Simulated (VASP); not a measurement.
La2Zr3O:

```xyz
6
Lattice="6.0363 0.0000 0.0000 -3.0181 5.2276 0.0000 0.0000 0.0000 3.5134" Properties=species:S:1:pos:R:3 pbc="T T T"
La    0.0000    3.4850    0.0000
La    3.0181    1.7425    0.0000
Zr    3.0181    0.0000    1.7567
Zr    1.5091    2.6138    1.7567
Zr   -1.5091    2.6138    1.7567
O     0.0000    0.0000    0.0000
```

The cell was built from a structure type or drawn by symmetry, and may not be a known phase.

- Program: VASP 6.6.1
- Task: relaxation of cell and atoms
- Functional: PBE
- Potentials or basis: VASP PAW PBE potentials, release 64 (La, Zr_sv, O)
- Cutoff: 600 eV
- k mesh: 3 × 3 × 6
- Occupations: gaussian, width 0.1 eV
- Spin: no spin polarisation

At the start: pressure 48.0 GPa; volume 18.48 Å³/atom.

Question: Where does the relaxation end?

Answer: Over 12 steps the energy falls by 1801.4 meV/atom and the volume is 26.13 Å³/atom (+41.4 %); space group P6/mmm (No. 191, to 0.1 Å) before and after.

Step by step:
```tsv
step	energy change (eV)	largest force (eV/Å)	pressure (GPa)	volume (Å³)
1	0.0000	0.0000	47.97	110.87
2	-7.3782	0.0000	-6.35	223.82
3	-7.9855	0.0000	0.10	180.48
4	-8.0366	0.0000	-1.94	191.16
5	-9.0943	0.0000	-3.28	186.48
6	-10.0732	0.0000	-3.74	178.15
7	-10.3017	0.0000	-0.99	155.19
8	-10.5917	0.0000	-3.40	170.62
9	-10.7249	0.0000	-2.77	164.48
10	-10.7128	0.0000	-3.02	166.54
11	-10.7274	0.0000	3.28	148.37
12	-10.8086	0.0000	-0.02	156.78
```

Final structure:
```cif
data_structure
_symmetry_space_group_name_H-M 'P 1'
_symmetry_Int_Tables_number 1
_cell_length_a 5.6483
_cell_length_b 5.6483
_cell_length_c 5.6743
_cell_angle_alpha 90.000
_cell_angle_beta 90.000
_cell_angle_gamma 120.000
_cell_volume 156.78
loop_
_atom_site_label
_atom_site_type_symbol
_atom_site_fract_x
_atom_site_fract_y
_atom_site_fract_z
_atom_site_occupancy
La1 La 0.33333 0.66667 0.00000 1
La2 La 0.66667 0.33333 0.00000 1
Zr1 Zr 0.50000 0.00000 0.50000 1
Zr2 Zr 0.50000 0.50000 0.50000 1
Zr3 Zr 0.00000 0.50000 0.50000 1
O1 O 0.00000 0.00000 0.00000 1
```

Caveat: the k points lie up to 0.43 Å⁻¹ apart in the final cell, too coarse for converged energies and pressures of a metal; the volume moved by over 15 % at a fixed basis, so the end points are rough.
